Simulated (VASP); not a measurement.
Write the native input for VASP 6.6.1 that does the following.

```yaml
Task: single point
Functional: r2SCAN
Potentials_or_basis: VASP PAW PBE potentials, release 64 (Mg, S)
Cutoff: 660 eV
k_mesh: 8 × 8 × 8
Occupations: gaussian, width 0.01 eV
Spin: no spin polarisation
Dipole_correction: no
Further_INCAR_settings: ALGO = Normal; EDIFF = 1e-06; NBANDS = 11
```

MgS:

```
Mg S
1.0
     0.00000    2.60165    2.61466
     2.60165    0.00000    2.61466
     2.60165    2.60165    0.00000
Mg S
1 1
Cartesian
  0.0000 0.0000 0.0000
  2.6016 2.6016 2.6147
```

This cell differs from its parent crystal: z stretched by +0.5 %, x and y held.

These files were run (other wordings do the same):

POSCAR

```
MgS
1.0
    0.0000000000      2.6016500000      2.6146582500
    2.6016500000      0.0000000000      2.6146582500
    2.6016500000      2.6016500000      0.0000000000
Mg S
1 1
Direct
    0.0000000000      0.0000000000      0.0000000000
    0.5000000000      0.5000000000      0.5000000000
```

INCAR.step1

```
SYSTEM = MgS
PREC = Accurate ; ENCUT = 660
ISMEAR = 0 ; SIGMA = 0.01
LREAL = .FALSE. ; LASPH = .TRUE.
NELM = 120 ; NBANDS = 11
GGA = PE ; ALGO = Normal
EDIFF = 1E-5 ; LWAVE = .TRUE.
LCHARG = .FALSE. ; GGA_COMPAT = .FALSE.
```

INCAR.step2

```
SYSTEM = MgS
PREC = Accurate ; ENCUT = 660
EDIFF = 1E-6 ; ISMEAR = 0
SIGMA = 0.01 ; LREAL = .FALSE.
LASPH = .TRUE. ; NELM = 120
ALGO = Normal ; ISIF = 2
LWAVE = .FALSE. ; LCHARG = .FALSE.
METAGGA = R2SCAN ; LMIXTAU = .TRUE.
NBANDS = 11 ; ISTART = 1
GGA_COMPAT = .FALSE.
```

KPOINTS

```
Automatic mesh
0
G
  8 8 8
  0 0 0
```

Potentials or basis: VASP PAW PBE potentials, release 64 (Mg, S).

Command:

```console
$ cat potpaw_PBE.64/Mg/POTCAR potpaw_PBE.64/S/POTCAR > POTCAR
$ cp INCAR.step1 INCAR
$ mpirun -np 1 vasp_std > vasp.out
$ cp INCAR.step2 INCAR
$ mpirun -np 1 vasp_std > vasp.out
```

It gave:

```yaml
Pressure: -0.8 GPa
Band_gap_on_the_k_mesh: 3.40 eV (least direct gap 4.56 eV)
```

Caveat: the cell differs from its parent crystal (z stretched by +0.5 %, x and y held); the PAW data sets were made with another functional, which shifts forces and pressure a little.

Run time: 62 s on 1 thread of Intel(R) Xeon(R) Platinum 8488C (Sapphire Rapids), with other jobs on the host, peak memory 0.21 GiB.
